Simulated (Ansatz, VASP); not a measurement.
**One calculation of Al2B3N5, two programs**

```
Al B N
1.0
     6.64253   -2.28150    0.00000
     6.64253    2.28150    0.00000
    -0.74224    0.00000    3.20319
Al B N
2 3 5
Cartesian
  3.1080 0.3364 2.4800
  9.4348 0.3364 0.7232
  7.8195 -1.8106 0.3219
  6.6425 0.4126 0.0000
  4.7233 -1.8106 2.8812
  4.7384 -0.3719 2.8724
  9.9911 -0.0830 2.5380
  2.5517 -0.0830 0.6652
  7.8044 -0.3719 0.3308
  6.6425 1.9250 0.0000
```

Alike in both runs: functional PBE; k mesh 4 × 4 × 6; occupations gaussian, width 0.1 eV; no spin polarisation.

Ansatz relaxed the structure, and its values are those at the end. VASP's run is a single point on that final structure, the one shown.

|  | VASP | Ansatz |
| --- | --- | --- |
| version | VASP 6.6.1 | Ansatz 0.2.0 |
| potentials or method | VASP PAW PBE potentials, release 64 (Al, B, N), cutoff 520 eV | scalar-relativistic, plane waves, PAW |
| valence electrons in the cell | 40 | 40 |

Ansatz gave:

| Quantity | Value |
| --- | --- |
| gap on the k mesh at the Fermi level (eV) | 2.57 |
| least direct gap on the mesh (eV) | 3.84 |
| pressure (GPa) | 0.0 |
| rms of the force components (eV/Å) | 0.005 |

Which values does VASP return?

gap on the k mesh at the Fermi level (eV): 2.56; least direct gap on the mesh (eV): 3.83; pressure (GPa): -0.1; rms of the force components (eV/Å): 0.007.

The functional is the same, so the differences come from potentials, cutoffs and numerics.
